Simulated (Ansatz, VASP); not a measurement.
**TiB2, level by level in two programs**

```
Ti B
1.0
     3.02920    0.00000    0.00000
    -1.51460    2.62336    0.00000
     0.00000    0.00000    3.22840
Ti B
1 2
Direct
  0.00000 0.00000 0.00000
  0.66667 0.33333 0.50000
  0.33333 0.66667 0.50000
```

Single points on this cell with VASP 6.6.1 and Ansatz 0.2.0. Each row is one pair of runs. Alike in all rows: spin: off; VASP's potentials, cutoff: VASP PAW PBE potentials, release 64 (Ti_sv, B), 520 eV.

```csv
level,k mesh,smearing,"Ansatz's potentials, cutoff","gap on the k mesh at the Fermi level (eV), VASP","gap on the k mesh at the Fermi level (eV), Ansatz","pressure (GPa), VASP","pressure (GPa), Ansatz"
r2SCAN-based global hybrid,6 × 6 × 5,"fermi-dirac, width 0.05 eV","Ansatz PAW, 500 eV",none,none,-3.2,-3.8
PBE,10 × 10 × 8,"gaussian, width 0.023 eV","Ansatz PAW, 420 eV",none,none,0.6,0.3
PBE,10 × 10 × 8,"gaussian, width 0.025 eV","Ansatz PAW, 420 eV",none,none,0.6,0.3
PBE,10 × 10 × 8,"gaussian, width 0.026 eV","Ansatz PAW, 420 eV",none,none,0.5,0.3
PBE,10 × 10 × 8,"gaussian, width 0.027 eV","Ansatz PAW, 420 eV",none,none,0.5,0.3
PBE,10 × 10 × 8,"gaussian, width 0.028 eV","Ansatz PAW, 420 eV",none,none,0.5,0.3
```

Pressure (GPa): the two programs differ by at most 0.67.

A gap of «none» marks a metal or a gap that the smearing closes.

The k mesh is coarse in some rows, so the values compare programs but aren't converged.
